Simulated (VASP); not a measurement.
Runs of VASP 6.6.1 on ZnO. The structure is that of space group P6_3/mmc (No. 194), or close to it. The cells are those of the table. 

```csv
cell,gap on the mesh (eV),pressure (GPa),largest force (eV/Å)
"a = 3.315, b = 3.242, c = 6.169 Å, angles 90.0, 90.0, 120.7°, 4 atoms",0.66,1.1,0.44
"a = 3.234, b = 3.283, c = 6.169 Å, angles 90.0, 90.0, 119.5°, 4 atoms",0.67,1.0,0.27
"a = 3.283, b = 3.258, c = 6.169 Å, angles 90.0, 90.0, 120.2°, 4 atoms",0.69,1.0,0.14
"a = 3.201, b = 3.299, c = 6.169 Å, angles 90.0, 90.0, 119.0°, 4 atoms",(b),(a),0.53
```

Alike in all rows: task single point; level PBE+D3(BJ); potentials or basis VASP PAW PBE potentials, release 64 (Zn, O); no spin polarisation; k mesh 12 × 12 × 6; cutoff (eV) 520; smearing gaussian 0.05 eV.

Question: Fill in the values left out.

Answer: (a) 1.2; (b) 0.63.

Caveats: semilocal functionals underestimate gaps, and a narrow one can read as zero; the stress differs along the axes, from -2 to 5 GPa (at least some runs); the stress differs along the axes, from -3 to 7 GPa (at least some runs).

A k mesh can miss the band edges.
